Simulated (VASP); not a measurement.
Crystal: BP.

```
B P
1.0
     1.94332   -2.93771    0.00000
     1.94332    2.93771    0.00000
     0.00000    0.00000    4.58069
B P
2 2
Cartesian
  2.5911 0.0000 2.2903
  1.2955 0.0000 2.2903
  1.9433 -1.9838 0.0000
  1.9433 1.9838 0.0000
```

The cell was generated, and may not be a known phase.

* Program: VASP 6.6.1
* Task: relaxation of cell and atoms
* Functional: PBE
* Potentials or basis: VASP PAW PBE potentials, release 64 (B_h, P)
* Cutoff: 1230 eV
* k mesh: 6 × 6 × 4
* Occupations: gaussian, width 0.1 eV
* Spin: no spin polarisation

At the start: pressure 22.2 GPa; volume 13.08 Å³/atom.

Question: Where does the relaxation end?

Answer: Over 52 steps the energy falls by 1685.2 meV/atom and the volume is 11.98 Å³/atom (-8.4 %); space group Cmmm (No. 65, to 0.1 Å) before and after.

The path:
```tsv
step	energy change (eV)	largest force (eV/Å)	pressure (GPa)	volume (Å³)
1	0.0000	15.3362	22.22	52.30
3	-2.7851	1.0627	-10.95	58.79
5	-3.6252	1.5677	1.86	51.05
7	-4.4947	3.1272	13.14	45.39
9	-4.9700	5.6275	38.10	38.92
11	-5.2737	2.8500	38.57	38.89
13	-6.0213	0.1964	14.79	42.91
15	-6.0964	1.4627	4.03	45.67
17	-6.1409	0.9660	4.63	45.57
19	-6.1964	1.8282	-2.56	49.37
21	-6.2673	0.5414	-0.59	48.19
23	-6.3027	0.0642	-1.51	48.96
25	-6.3219	0.1116	0.34	48.10
27	-6.3272	0.0731	0.41	48.00
29	-6.3286	0.2281	-1.09	48.52
31	-6.3315	0.1039	-0.68	48.39
33	-6.4211	0.4798	-2.65	48.85
35	-6.3334	0.8654	0.64	49.81
37	-6.6900	0.8449	-3.66	49.52
39	-6.6913	0.8208	-3.54	49.55
41	-6.6960	0.7742	-3.41	49.48
43	-6.7144	0.5531	-2.81	49.19
45	-6.7337	0.5555	-0.12	48.01
47	-6.7379	0.1962	-0.96	48.35
49	-6.7403	0.0551	-0.19	48.04
51	-6.7406	0.0554	0.05	47.93
52	-6.7407	0.0151	-0.06	47.92
```

Final structure:
```
B P
1.0
     1.75041   -4.75065    0.00000
     1.75041    4.75065    0.00000
     0.00000    0.00000    2.88147
B P
2 2
Direct
  0.74165 0.74165 0.50000
  0.25835 0.25835 0.50000
  0.86165 0.13835 0.00000
  0.13835 0.86165 0.00000
```

Caveat: a cell axis changed by over 15 % at a fixed basis, so the end point is rough.
